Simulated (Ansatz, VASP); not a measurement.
MnSb4 in VASP and in Ansatz

Contents of INCAR:

```
SYSTEM = MnSb4
ALGO     = Normal         ! electronic algorithm
EDIFF    = 1E-6           ! SCF threshold, eV
ENCUT    = 520            ! plane-wave cutoff, eV
ISIF     = 2              ! what is computed and relaxed
ISMEAR   = -1             ! smearing method
ISPIN    = 2              ! spin polarisation
LASPH    = .TRUE.         ! aspherical terms in the spheres
LCHARG   = .FALSE.        ! write CHGCAR
LDAU     = .TRUE.         ! DFT+U
LDAUJ    = 0 0          
LDAUL    = -1 2           ! shell
LDAUPRINT= 1            
LDAUTYPE = 2            
LDAUU    = 0 6            ! U, eV
LMAXMIX  = 4              ! l up to which the mixer works
LORBIT   = 11             ! projections on sites
LREAL    = .FALSE.        ! projectors in reciprocal space
LWAVE    = .FALSE.        ! write WAVECAR
MAGMOM   = 0 0 0 0 4      ! initial moments
NBANDS   = 28             ! bands
NELM     = 150            ! most SCF steps
PREC     = Accurate       ! precision mode
SIGMA    = 0.05           ! smearing width, eV
```

KPOINTS

```
k-points
0
G
  9 9 2
  0 0 0
```

The input POSCAR:

```
MnSb4
1.0
    3.0805000000      0.0000000000      0.0000000000
    0.0000000000      3.0805000000      0.0000000000
    0.0000000000      0.0000000000     14.9942030000
Sb Mn
4 1
Direct
    0.0000000000      0.0000000000      0.8196820000
    0.0000000000      0.0000000000      0.6005510000
    0.0000000000      0.0000000000      0.3994490000
    0.0000000000      0.0000000000      0.1803180000
    0.0000000000      0.0000000000      0.0000000000
```

Contents of input.yaml:

```yaml
crystal:
  lattice:
    - [3.0805, 0.0, 0.0]
    - [0.0, 3.0805, 0.0]
    - [0.0, 0.0, 14.994203]
  atoms:
    - { symbol: Sb, position: [0.0, 0.0, 0.819682] }
    - { symbol: Sb, position: [0.0, 0.0, 0.600551] }
    - { symbol: Sb, position: [0.0, 0.0, 0.399449] }
    - { symbol: Sb, position: [0.0, 0.0, 0.180318] }
    - { symbol: Mn, position: [0.0, 0.0, 0.0], spin: 4.0 }
hamiltonian:
  xc: lda
  pseudopotentials: { kind: paw }
  hubbard: { sites: [{ species: Mn, l: d, u_eff: 6.0 }] }
magnetization:
  spin_polarized: true
kpoints:
  mp_grid: { grid: [9, 9, 2] }
scf:
  occupations: { method: fermi_dirac, width: 0.05 }
  n_extra_bands: 12
output:
  forces: true
  stress: true
  eigenvalues: true
  dos: { projected: true, de: 0.05, nscf_kmesh: { grid: [14, 14, 3] } }
  write_density: true
  write_potential: true
  elf: true
  volumetric_format: npy
```

Alike in both runs: functional LDA; k mesh 9 × 9 × 2; occupations fermi-dirac, width 0.05 eV; collinear spin; Hubbard terms Mn d U = 6.0 eV.

```csv
,VASP,Ansatz
version,VASP 6.6.1,Ansatz 0.2.0
potentials or method,"VASP PAW LDA potentials, release 64 (Sb, Mn_pv)",Ansatz PAW
plane-wave cutoff (eV),520,420
valence electrons in the cell,33,75
task,single point,projected density of states
```

```csv
,VASP,Ansatz,Ansatz less VASP
gap on the k mesh at the Fermi level (eV),none,none,-
pressure (GPa),-1.6,-1.6,+0.03
"traceless stress, the component that is largest in VASP (GPa)",0.32,0.56,+0.247
rms of the force components (eV/Å),0.212,0.229,+0.0177
net moment per atom (μB),0.96,0.98,+0.020
size of the moment on the site where the two differ most (μB),4.53,4.50,-0.031
```

LDA's correlation is that of Perdew and Zunger in VASP and of Perdew and Wang (1992) in Ansatz. Site moments also hang on the region over which each program counts them. The programs project onto different local orbitals, so the same U acts differently, and such runs can settle in different states. Atom by atom the forces differ by 0.020 eV/Å (rms over components). A gap of «none» marks a metal or a gap that the smearing closes. VASP's potentials hold 33 valence electrons a cell and Ansatz's 75, so a difference there can come from the potentials and not from the codes.

Neither program's run includes spin-orbit coupling. Noted on Ansatz's run: the magnetic or orbital state may not be the lowest.
